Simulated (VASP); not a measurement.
Write the native input for VASP 6.6.1 that does the following.

* Task: single point
* Functional: PBE
* Potentials or basis: VASP PAW PBE potentials, release 64 (Mg, Ti_sv, S)
* Cutoff: 520 eV
* k mesh: 7 × 7 × 1
* Occupations: gaussian, width 0.05 eV
* Spin: no spin polarisation
* Dipole correction: no
* Further INCAR settings: ALGO = Normal; EDIFF = 1e-07; NBANDS = 48

The structure of MgTi3S6 lies in POSCAR:

```
MgTi3S6
1.0
    3.4988580000      0.0000000000      0.0000000000
   -1.7494290000      3.0301000000      0.0000000000
    0.0000000000      0.0000000000     21.0028220000
Mg Ti S
1 3 6
Direct
    0.0000000000      0.0000000000      0.5000000000
    0.0000000000      0.0000000000      0.0000000000
    0.0000000000      0.0000000000      0.3465190000
    0.0000000000      0.0000000000      0.6534810000
    0.3333330000      0.6666670000      0.0659200000
    0.3333330000      0.6666670000      0.4250860000
    0.3333330000      0.6666670000      0.7144980000
    0.6666670000      0.3333330000      0.2855020000
    0.6666670000      0.3333330000      0.5749140000
    0.6666670000      0.3333330000      0.9340800000
```

The input as run:

INCAR

```
ALGO = Normal ; EDIFF = 1E-7
ENCUT = 520 ; GGA = PE
ISIF = 2 ; ISMEAR = 0
LASPH = T ; LCHARG = F
LREAL = F ; LWAVE = F
NBANDS = 48 ; NELM = 60
PREC = Accurate ; SIGMA = 0.05
```

KPOINTS

```
k-points
0
Gamma
  7 7 1
```

Potentials or basis: VASP PAW PBE potentials, release 64 (Mg, Ti_sv, S).

Run with:

```sh
$ cat potpaw_PBE.64/Mg/POTCAR potpaw_PBE.64/Ti_sv/POTCAR potpaw_PBE.64/S/POTCAR > POTCAR
$ mpirun -np 1 vasp_std > vasp.out
```

It gave:

The pressure is -0.7 GPa. The largest force is 0.434 eV/Å and the band gap on the k mesh is zero (band 37 reaches 4.44 eV, above the bottom of band 38 at 3.96 eV).

Wall time 2.3 min on 1 thread of AMD EPYC 9R45 96-Core Processor (Zen 5) (shared host), peak memory 0.34 GiB.
